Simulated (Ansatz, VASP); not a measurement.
**One calculation of VMoS4, two programs**

```
CELL_PARAMETERS angstrom
3.42514 0.00000 0.00000
-1.71257 2.96626 0.00000
0.00000 0.00000 12.43038
ATOMIC_POSITIONS crystal
V 0.00000 0.00000 0.50000
Mo 0.00000 0.00000 0.00000
S 0.66667 0.33333 0.38031
S 0.66667 0.33333 0.88031
S 0.33333 0.66667 0.11969
S 0.33333 0.66667 0.61969
```

Alike in both runs: task single point; functional PBE; k mesh 6 × 6 × 2; occupations gaussian, width 0.1 eV; collinear spin.

|  | VASP | Ansatz |
| --- | --- | --- |
| version | VASP 6.6.1 | Ansatz 0.2.0 |
| potentials or method | VASP PAW PBE potentials, release 64 (V_sv, Mo_sv, S), cutoff 520 eV | scalar-relativistic, plane waves, PAW |
| valence electrons in the cell | 51 | 51 |

VASP gave:

```
gap on the k mesh at the Fermi level (eV)                     : none
pressure (GPa)                                                : -8.7
traceless stress, the component that is largest in VASP (GPa) : 2.99
rms of the force components (eV/Å)                            : 0.432
net moment per atom (μB)                                      : 0.17
size of the moment on the site where the two differ most (μB) : 1.23
```

Question: Estimate Ansatz's values.

Answer: gap on the k mesh at the Fermi level (eV): none; pressure (GPa): -8.6; traceless stress, the component that is largest in VASP (GPa): 2.96; rms of the force components (eV/Å): 0.434; net moment per atom (μB): 0.17; size of the moment on the site where the two differ most (μB): 1.14.

Site moments also hang on the region over which each program counts them. Atom by atom the forces differ by 0.002 eV/Å (rms over components). A gap of «none» marks a metal or a gap that the smearing closes. With one functional, cell and mesh, what is left measures potentials, basis and numerics.
